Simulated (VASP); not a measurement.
Wanted: the native input for a VASP 6.6.1 run.

```
Task                   : single point
Functional             : PBEsol
Potentials or basis    : VASP PAW PBE potentials, release 64 (Rb_sv)
Cutoff                 : 520 eV
k mesh                 : 9 × 9 × 9
Occupations            : fermi-dirac, width 0.1 eV
Spin                   : no spin polarisation
Dipole correction      : no
Further INCAR settings : ALGO = Normal; EDIFF = 1e-07; NBANDS = 10
```

The structure of Rb lies in POSCAR:

```
Rb
1.0
    0.0000000000      3.5646286509      3.5646286509
    3.5646286509      0.0000000000      3.5646286509
    3.5646286509      3.5646286509      0.0000000000
Rb
1
Direct
    0.0000000000      0.0000000000      0.0000000000
```

This cell differs from its parent crystal: volume scaled by 1.04.

These files were run (other wordings do the same):

INCAR

```
PREC     = Accurate       # precision mode
ENCUT    = 520            # plane-wave cutoff, eV
EDIFF    = 1E-7           # SCF threshold, eV
ISMEAR   = -1             # smearing method
SIGMA    = 0.1            # smearing width, eV
LREAL    = F              # projectors in reciprocal space
LASPH    = T              # aspherical terms in the spheres
NELM     = 60             # most SCF steps
ALGO     = Normal         # electronic algorithm
ISIF     = 2              # what is computed and relaxed
LWAVE    = F              # write WAVECAR
LCHARG   = F              # write CHGCAR
GGA      = PS             # functional
NBANDS   = 10             # bands
```

KPOINTS

```
Automatic mesh
0
Gamma
  9 9 9
```

Potentials or basis: VASP PAW PBE potentials, release 64 (Rb_sv).

Run with:

```bash
$ cat potpaw_PBE.64/Rb_sv/POTCAR > POTCAR
$ mpirun -np 1 vasp_std > vasp.out
```

It gave:

- Pressure: -0.1 GPa

Caveat: the PAW data sets were made with another functional, which shifts forces and pressure a little.

It used 25 s of CPU time on 1 thread of AMD EPYC 7R13 Processor (Zen 3), on a shared host.
